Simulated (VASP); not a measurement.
# Ca7MoO8 (Fm-3m) in VASP: single point with PBEsol+U

Aim: the single point of Ca7MoO8 with PBEsol+U.

Program: VASP 6.6.1. These are calculated values, not measurements. Logs are shortened: lines on timing, memory, paths and dates and some standing lists are left out, and cuts for length are marked.

## (1) The cell of the first run

Symmetry: Fm-3m, No. 225, cubic system. The conventional cell has a = 9.630 Å, b = 9.630 Å, c = 9.630 Å, α = 90.00°, β = 90.00°, γ = 90.00°. Mo (site symmetry m-3m) has 6 O at 2.33 Å within 3.1 Å. Ca (site symmetry mmm) has 6 O at 2.41 Å within 3.2 Å. Ca (site symmetry m-3m) has 6 O at 2.48 Å and 12 Ca at 3.40 Å within 3.5 Å. Within 3.2 Å of O (site symmetry -43m) lie 6 Ca at 2.41 Å. Within 3.1 Å of O (site symmetry 4mm) lie 1 Mo at 2.33 Å and 5 Ca at 2.41 to 2.48 Å.

## (2) Single point, PBEsol+U, collinear spin

The input, INCAR:

```
ALGO = Normal
EDIFF = 1E-6
ENCUT = 520
GGA = PS
ISIF = 2
ISMEAR = 0
ISPIN = 2
LASPH = T
LCHARG = F
LDAU = T
LDAUJ = 0 0 0
LDAUL = 2 -1 -1
LDAUPRINT = 1
LDAUTYPE = 2
LDAUU = 2 0 0
LMAXMIX = 4
LORBIT = 11
LREAL = Auto
LWAVE = F
MAGMOM = 4 0 0 0 0 0 0 0 0 0 0 0 0 0 0 0
NBANDS = 84
NELM = 150
PREC = Accurate
SIGMA = 0.05
```

The input, KPOINTS:

```
k-points
0
Gamma
  3 3 3
```

The input, POSCAR:

```
Ca7MoO8
1.0
    0.0000000000      4.8150000000      4.8150000000
    4.8150000000      0.0000000000      4.8150000000
    4.8150000000      4.8150000000      0.0000000000
Mo Ca O
1 7 8
Direct
    0.0000000000      0.0000000000      0.0000000000
    0.0000000000      0.0000000000      0.5000000000
    0.0000000000      0.5000000000      0.0000000000
    0.0000000000      0.5000000000      0.5000000000
    0.5000000000      0.0000000000      0.0000000000
    0.5000000000      0.0000000000      0.5000000000
    0.5000000000      0.5000000000      0.0000000000
    0.5000000000      0.5000000000      0.5000000000
    0.2500000000      0.2500000000      0.2500000000
    0.2420323557      0.2420323557      0.7579676443
    0.2420323557      0.7579676443      0.2420323557
    0.2420323557      0.7579676443      0.7579676443
    0.7579676443      0.2420323557      0.2420323557
    0.7579676443      0.2420323557      0.7579676443
    0.7579676443      0.7579676443      0.2420323557
    0.7500000000      0.7500000000      0.7500000000
```

Potentials or basis: VASP PAW PBE potentials, release 64 (Mo_sv, Ca_sv, O).

The run is started by

```sh
$ cat potpaw_PBE.64/Mo_sv/POTCAR potpaw_PBE.64/Ca_sv/POTCAR potpaw_PBE.64/O/POTCAR > POTCAR
$ mpirun -np 1 vasp_std > vasp.out
```

OUTCAR:

```text
EDIFF = 1E-6
   ENCUT = 520
   GGA = PS
   ISIF = 2
   ISMEAR = 0
   ISPIN = 2
   LASPH = T
   LORBIT = 11
   LREAL = Auto
   NELM = 150
   PREC = Accurate

 ion  position               nearest neighbor table
   1  0.000  0.000  0.000-  10 2.33  11 2.33  12 2.33  13 2.33  14 2.33  15 2.33
   2  0.000  0.000  0.500-   9 2.41  16 2.41  12 2.41  13 2.41  14 2.41  11 2.41
   3  0.000  0.500  0.000-   9 2.41  16 2.41  12 2.41  13 2.41  15 2.41  10 2.41
   4  0.000  0.500  0.500-   9 2.41  16 2.41  11 2.41  14 2.41  15 2.41  10 2.41
   5  0.500  0.000  0.000-   9 2.41  16 2.41  11 2.41  14 2.41  15 2.41  10 2.41
   6  0.500  0.000  0.500-   9 2.41  16 2.41  12 2.41  13 2.41  15 2.41  10 2.41
[... 8 lines left out ...]
  15  0.758  0.758  0.242-   1 2.33   3 2.41   4 2.41   5 2.41   6 2.41   8 2.48
  16  0.750  0.750  0.750-   2 2.41   3 2.41   4 2.41   5 2.41   6 2.41   7 2.41

  LATTYP: Found a face centered cubic cell.
 ALAT       =     9.6300000000

  Lattice vectors:

 A1 = (   0.0000000000,   4.8150000000,   4.8150000000)
 A2 = (   4.8150000000,   0.0000000000,   4.8150000000)
 A3 = (   4.8150000000,   4.8150000000,   0.0000000000)

Analysis of symmetry for initial positions (statically):
=====================================================================
 Subroutine PRICEL returns:
 Original cell was already a primitive cell.

 Routine SETGRP: Setting up the symmetry group for a
 face centered cubic supercell.

 Subroutine GETGRP returns: Found 48 space group operations
 (whereof 48 operations were pure point group operations)
 out of a pool of 48 trial point group operations.

The static configuration has the point symmetry O_h .

Analysis of symmetry for dynamics (positions and initial velocities):
=====================================================================
 Subroutine PRICEL returns:
 Original cell was already a primitive cell.

 Routine SETGRP: Setting up the symmetry group for a
 face centered cubic supercell.

 Subroutine GETGRP returns: Found 48 space group operations
 (whereof 48 operations were pure point group operations)
 out of a pool of 48 trial point group operations.

The dynamic configuration has the point symmetry O_h .

Analysis of structural, dynamic, and magnetic symmetry:
=====================================================================
 Subroutine PRICEL returns:
 Original cell was already a primitive cell.

 Routine SETGRP: Setting up the symmetry group for a
 face centered cubic supercell.

 Subroutine GETGRP returns: Found 48 space group operations
 (whereof 48 operations were pure point group operations)
 out of a pool of 48 trial point group operations.

The overall configuration has the point symmetry O_h .

 Subroutine INISYM returns: Found 48 space group operations
 (whereof 48 operations are pure point group operations),
 and found     1 'primitive' translations

----------------------------------------------------------------------------------------

                                     Primitive cell

  volume of cell :     223.2641

  direct lattice vectors                    reciprocal lattice vectors
     0.000000000  4.815000000  4.815000000    -0.103842160  0.103842160  0.103842160
     4.815000000  0.000000000  4.815000000     0.103842160 -0.103842160  0.103842160
     4.815000000  4.815000000  0.000000000     0.103842160  0.103842160 -0.103842160

  length of vectors
     6.809438303  6.809438303  6.809438303     0.179859897  0.179859897  0.179859897

  position of ions in fractional coordinates (direct lattice)
     0.000000000  0.000000000  0.000000000
     0.000000000  0.000000000  0.500000000
     0.000000000  0.500000000  0.000000000
     0.000000000  0.500000000  0.500000000
     0.500000000  0.000000000  0.000000000
     0.500000000  0.000000000  0.500000000
[... 8 lines left out ...]
     0.757967644  0.757967644  0.242032356
     0.750000000  0.750000000  0.750000000

  ion indices of the primitive-cell ions
   primitive index   ion index
                 1           1
                 2           2
                 3           3
[... 99 lines left out ...]
 spin polarized calculation
 Gauss-broadening in eV      SIGMA  =   0.05
  energy-cutoff  :      520.00
  volume of cell :      223.26
 maximum number of plane-waves:      6046
 NGX is ok and might be reduce to    50
   NGX = 25   NGY = 25   NGZ = 25

atom =   1  type =  1  l = 2

 onsite density matrix

spin component  1

  0.8108 -0.0000  0.0000  0.0000  0.0000
 -0.0000  0.8108  0.0000  0.0000 -0.0000
  0.0000  0.0000  0.2007  0.0000 -0.0000
  0.0000  0.0000  0.0000  0.8108 -0.0000
  0.0000 -0.0000 -0.0000 -0.0000  0.2007

spin component  2

  0.2007  0.0000 -0.0000 -0.0000  0.0000
  0.0000  0.2007 -0.0000 -0.0000  0.0000
 -0.0000 -0.0000  0.1634  0.0000  0.0000
 -0.0000 -0.0000  0.0000  0.2007 -0.0000
  0.0000  0.0000  0.0000 -0.0000  0.1634

 occupancies and eigenvectors

  o =  0.1634  v =  0.0000  0.0000  0.0000  0.0000  0.0000  0.0000  0.0000 -0.9967 -0.0000  0.0807      0.0000  0.0000  0.0000  0.0000  0.0000  0.0000  0.0000  0.0000  0.0000  0.0000
  o =  0.1634  v =  0.0000  0.0000  0.0000  0.0000  0.0000  0.0000 -0.0000  0.0807 -0.0000  0.9967      0.0000  0.0000  0.0000  0.0000  0.0000  0.0000  0.0000  0.0000  0.0000  0.0000
  o =  0.2007  v =  0.0000  0.0000  0.0000  0.0000  0.0000  1.0000  0.0000  0.0000  0.0000  0.0000      0.0000  0.0000  0.0000  0.0000  0.0000  0.0000  0.0000  0.0000  0.0000  0.0000
  o =  0.2007  v =  0.0000  0.0000  0.0000  0.0000  0.0000  0.0000 -0.1333 -0.0000  0.9911  0.0000      0.0000  0.0000  0.0000  0.0000  0.0000  0.0000  0.0000  0.0000  0.0000  0.0000
  o =  0.2007  v =  0.0000  0.0000  0.0000  0.0000  0.0000  0.0000 -0.9911 -0.0000 -0.1333 -0.0000      0.0000  0.0000  0.0000  0.0000  0.0000  0.0000  0.0000  0.0000  0.0000  0.0000
  o =  0.2007  v =  0.0000 -0.0000  0.0163 -0.0000  0.9999  0.0000  0.0000  0.0000  0.0000  0.0000      0.0000  0.0000  0.0000  0.0000  0.0000  0.0000  0.0000  0.0000  0.0000  0.0000
  o =  0.2007  v =  0.0000 -0.0000  0.9999  0.0000 -0.0163  0.0000  0.0000  0.0000  0.0000  0.0000      0.0000  0.0000  0.0000  0.0000  0.0000  0.0000  0.0000  0.0000  0.0000  0.0000
  o =  0.8108  v =  0.0000  0.9815  0.0000 -0.1914  0.0000  0.0000  0.0000  0.0000  0.0000  0.0000      0.0000  0.0000  0.0000  0.0000  0.0000  0.0000  0.0000  0.0000  0.0000  0.0000
  o =  0.8108  v =  1.0000  0.0000  0.0000  0.0000  0.0000  0.0000  0.0000  0.0000  0.0000  0.0000      0.0000  0.0000  0.0000  0.0000  0.0000  0.0000  0.0000  0.0000  0.0000  0.0000
  o =  0.8108  v =  0.0000 -0.1914  0.0000 -0.9815 -0.0000  0.0000  0.0000  0.0000  0.0000  0.0000      0.0000  0.0000  0.0000  0.0000  0.0000  0.0000  0.0000  0.0000  0.0000  0.0000

 number of electron     132.0000002 magnetization       1.9999372

 Free energy of the ion-electron system (eV)
  ---------------------------------------------------
  ext. energy  EPLUGINS =         0.00000000
  ---------------------------------------------------
  free energy    TOTEN  =      -109.46796130 eV

  energy without entropy =     -109.45941264  energy(sigma->0) =     -109.46368697

 E-fermi :   6.0902     XC(G=0): -10.8776

 val. band max:        6.0774915397   @ k =   0.3333   0.0000   0.0000
 cond. band min:       6.2679904561   @ k =  -0.3333   0.3333   0.0000
 fundamental gap:      0.1904989164
 Fermi energy:         6.0901529155

 spin component 1

 k-point     1 :       0.0000    0.0000    0.0000
  band No.  band energies     occupation
      1     -56.6912      1.00000
      2     -35.4647      1.00000
      3     -34.6399      1.00000
      4     -34.5707      1.00000
      5     -34.5707      1.00000
      6     -34.5707      1.00000
[... 313 lines left out ...]
     77       9.0528      0.00000
     78       9.2748      0.00000
 Fermi energy:         6.0901529155

 spin component 2

 k-point     1 :       0.0000    0.0000    0.0000
  band No.  band energies     occupation
      1     -55.4656      1.00000
      2     -35.4982      1.00000
      3     -34.6548      1.00000
      4     -34.5854      1.00000
      5     -34.5854      1.00000
      6     -34.5854      1.00000
[... 313 lines left out ...]
     77       9.1119      0.00000
     78       9.2732      0.00000
 [bands above 78 left out]

------------------------ aborting loop because EDIFF is reached ----------------------------------------

  FORCE on cell =-STRESS in cart. coord.  units (eV):
  Direction    XX          YY          ZZ          XY          YZ          ZX
  --------------------------------------------------------------------------------------
  -------------------------------------------------------------------------------------
  Total      -10.9381912    -10.9381912    -10.9381912     -0.0000000     -0.0000000      0.0000000
  in kB      -78.4941375    -78.4941375    -78.4941375     -0.0000000     -0.0000000      0.0000000
  external PRESSURE =     -78.4941375 kB  Pullay stress =       0.0000000 kB

 VOLUME and BASIS-vectors are now :
 -----------------------------------------------------------------------------
  energy-cutoff  :      520.00
  volume of cell :      223.26
      direct lattice vectors                 reciprocal lattice vectors
     0.000000000  4.815000000  4.815000000    -0.103842160  0.103842160  0.103842160
     4.815000000  0.000000000  4.815000000     0.103842160 -0.103842160  0.103842160
     4.815000000  4.815000000  0.000000000     0.103842160  0.103842160 -0.103842160

 POSITION                                       TOTAL-FORCE (eV/Angst)
 -----------------------------------------------------------------------------------
      0.00000      0.00000      0.00000        -0.000000      0.000000      0.000000
      2.40750      2.40750      0.00000        -0.000000      0.000000      0.000000
      2.40750      0.00000      2.40750        -0.000000      0.000000      0.000000
      4.81500      2.40750      2.40750        -0.000000      0.000000      0.000000
      0.00000      2.40750      2.40750        -0.000000      0.000000      0.000000
      2.40750      4.81500      2.40750        -0.000000      0.000000      0.000000
[... 8 lines left out ...]
      4.81500      4.81500      7.29923        -0.000000      0.000000      0.014929
      7.22250      7.22250      7.22250        -0.000000      0.000000      0.000000
 -----------------------------------------------------------------------------------
    total drift:                                0.000000      0.000000      0.000000

  FREE ENERGIE OF THE ION-ELECTRON SYSTEM (eV)
  ---------------------------------------------------
  free  energy   TOTEN  =      -109.4679613035 eV

  energy  without entropy=     -109.4594126430  energy(sigma->0) =     -109.46368697

 total charge

# of ion       s       p       d       tot
------------------------------------------
    1        2.188   6.090   3.724  12.002
    2        2.039   5.873   0.315   8.227
    3        2.039   5.873   0.315   8.227
    4        2.039   5.873   0.315   8.227
    5        2.039   5.873   0.315   8.227
    6        2.039   5.873   0.315   8.227
[... 8 lines left out ...]
   15        1.544   3.408   0.000   4.952
   16        1.545   3.426   0.000   4.971
--------------------------------------------------
tot         28.804  74.482   5.911 109.198

 magnetization (x)

# of ion       s       p       d       tot
------------------------------------------
    1        0.016   0.014   1.893   1.922
    2       -0.000  -0.001  -0.017  -0.017
    3       -0.000  -0.001  -0.017  -0.017
    4       -0.000  -0.001  -0.017  -0.017
    5       -0.000  -0.001  -0.017  -0.017
    6       -0.000  -0.001  -0.017  -0.017
[... 8 lines left out ...]
   15        0.000   0.026   0.000   0.026
   16        0.000   0.003   0.000   0.003
--------------------------------------------------
tot          0.016   0.172   1.756   1.944
```

Wall time 8.4 min (1 thread of Intel Xeon Platinum 8259CL at 2.50GHz (Skylake/Cascade Lake), shared host); peak memory 0.55 GiB.

Results:

| Property | Result |
| --- | --- |
| Free energy | -109.4680 eV |
| Pressure | -7.8 GPa |
| Largest force | 0.015 eV/Å |
| Band gap on the k mesh | zero (filled and empty bands overlap) |
| Net moment | 2.00 μB per cell |
| Site moments | Mo +1.92; Ca -0.02, -0.04 (each value once); O +0.00, +0.03 (each value once) μB |
| Valence electrons inside the program's atomic spheres | Mo 12.00; Ca 8.23, 8.18 (each value once); O 4.97, 4.95 (each value once) |

Forces in eV/Å, atoms in the order of the input:
```
Mo   0.000  0.000  0.000
Ca   0.000  0.000  0.000
Ca   0.000  0.000  0.000
Ca   0.000  0.000  0.000
Ca   0.000  0.000  0.000
Ca   0.000  0.000  0.000
Ca   0.000  0.000  0.000
Ca   0.000  0.000  0.000
O    0.000  0.000  0.000
O    0.000  0.000 -0.015
O    0.000 -0.015  0.000
O    0.015  0.000  0.000
O   -0.015  0.000  0.000
O    0.000  0.015  0.000
O    0.000  0.000  0.015
O    0.000  0.000  0.000
```

Levels at points of the mesh, in eV from the Fermi level:
Spin up:
```tsv
k point	band 64	band 65	band 66	band 67	band 68	band 69	band 70	band 71
(0.00, 0.00, 0.00)	-3.61	-2.23	-2.23	-2.23	0.50	0.89	0.89	0.89
```
Spin down:
```
           k point  band 62  band 63  band 64  band 65  band 66  band 67  band 68  band 69  band 70  band 71
(0.00, 0.00, 0.00)    -3.58    -3.58    -3.58    -0.69    -0.69    -0.69     0.60     1.63     1.63     1.63
```

Eigenvalues of the final occupation matrices:
```tsv
site	spin	trace	eigenvalues
site 1 d	1	2.83	0.20 0.20 0.81 0.81 0.81
site 1 d	2	0.93	0.16 0.16 0.20 0.20 0.20
```

Caveat: the k points lie up to 0.38 Å⁻¹ apart, too coarse for converged energies and pressures of a metal; the PAW data sets were made with another functional, which shifts forces and pressure a little.
